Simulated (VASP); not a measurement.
Wanted: the native input for a VASP 6.6.1 run.

* Task: relaxation of cell and atoms
* Functional: PBEsol
* Potentials or basis: VASP PAW PBE potentials, release 64 (Cs_sv, H)
* Cutoff: 600 eV
* k mesh: 6 × 6 × 6
* Occupations: fermi-dirac, width 0.02 eV
* Spin: no spin polarisation
* Dipole correction: no
* Further INCAR settings: ALGO = Normal; EDIFF = 1e-06; IBRION = 2; EDIFFG = -0.005; NSW = 80; ISIF = 3

The structure of CsH lies in POSCAR:

```
CsH
1.0
    0.0000000000      3.2147135040      3.2147135040
    3.2147135040      0.0000000000      3.2147135040
    3.2147135040      3.2147135040      0.0000000000
Cs H
1 1
Direct
    0.0000000000      0.0000000000      0.0000000000
    0.5000000000      0.5000000000      0.5000000000
```

These files were run (other wordings do the same):

INCAR

```
PREC = Accurate
ENCUT = 600
EDIFF = 1E-6
ISMEAR = -1
SIGMA = 0.02
LREAL = F
LASPH = T
NELM = 60
ALGO = Normal
ISIF = 3
LWAVE = F
LCHARG = F
GGA = PS
IBRION = 2
NSW = 80
EDIFFG = -0.005
```

KPOINTS

```
Automatic mesh
0
Gamma
  6 6 6
```

Potentials or basis: VASP PAW PBE potentials, release 64 (Cs_sv, H).

Run with:

```bash
$ cat potpaw_PBE.64/Cs_sv/POTCAR potpaw_PBE.64/H/POTCAR > POTCAR
$ mpirun -np 1 vasp_std > vasp.out
```

It gave:

```yaml
Relaxed_volume: 30.70 Å³/atom
Relaxed_cell: a = 4.428 Å, b = 4.428 Å, c = 4.428 Å, α = 60.00°, β = 60.00°, γ = 60.00°
Space_group_after_relaxing_to_0.05_Å: Fm-3m (No. 225)
Energy_gained_by_relaxing: 5.6 meV/atom
Ionic_steps: 4
Pressure_after_relaxing: 0.0 GPa
Band_gap_on_the_k_mesh: 2.05 eV, direct
```

Caveat: the PAW data sets were made with another functional, which shifts forces and pressure a little; spin-orbit coupling is left out, which moves the levels of the heavy elements.

It took 29 s on 1 thread of AMD EPYC 7R13 Processor (Zen 3), with other jobs on the host, peak memory 0.19 GiB.
